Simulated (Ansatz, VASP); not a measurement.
ZrS: VASP beside Ansatz

File INCAR:

```
SYSTEM = ZrS
ALGO = Normal
EDIFF = 1E-6
ENCUT = 520
GGA = PS
ISIF = 2
ISMEAR = 0
LASPH = .TRUE.
LCHARG = .FALSE.
LREAL = .FALSE.
LWAVE = .FALSE.
NBANDS = 16
NELM = 100
PREC = Accurate
SIGMA = 0.15
```

Contents of KPOINTS:

```
k-points
0
G
  18 18 18
  0 0 0
```

File POSCAR:

```
ZrS
1.0
    0.0000000000      2.7711263789      2.3554574221
    2.7711263789      0.0000000000      2.3554574221
    2.7711263789      2.7711263789      0.0000000000
Zr S
1 1
Direct
    0.0000000000      0.0000000000      0.0000000000
    0.5000000000      0.5000000000      0.5000000000
```

Input for Ansatz:

```yaml
crystal:
  lattice:
    - [0.0, 2.7711263789, 2.3554574221]
    - [2.7711263789, 0.0, 2.3554574221]
    - [2.7711263789, 2.7711263789, 0.0]
  atoms:
    - { symbol: Zr, position: [0.0, 0.0, 0.0] }
    - { symbol: S, position: [0.5, 0.5, 0.5] }
basis:
  ecutwfc: 420
kpoints:
  mp_grid: { grid: [18, 18, 18] }
hamiltonian:
  xc: pbesol
scf:
  occupations: { method: gaussian, width: 0.15 }
output:
  forces: true
  stress: true
  eigenvalues: true
```

Alike in both runs: task single point; functional PBEsol; k mesh 18 × 18 × 18; occupations gaussian, width 0.15 eV; no spin polarisation.

|  | VASP | Ansatz |
| --- | --- | --- |
| version | VASP 6.6.1 | Ansatz 0.2.0 |
| potentials or method | VASP PAW PBE potentials, release 64 (Zr_sv, S), cutoff 520 eV | scalar-relativistic, plane waves, PAW |
| valence electrons in the cell | 18 | 18 |

Ansatz gave:

```
gap on the k mesh at the Fermi level (eV)                     : none
pressure (GPa)                                                : 4.1
traceless stress, the component that is largest in VASP (GPa) : 36.89
```

Q: What did VASP give for the same quantities?

A: gap on the k mesh at the Fermi level (eV): none; pressure (GPa): 4.3; traceless stress, the component that is largest in VASP (GPa): 37.10.

VASP's potentials were made for PBE, not for PBEsol. A gap of «none» marks a metal or a gap that the smearing closes.
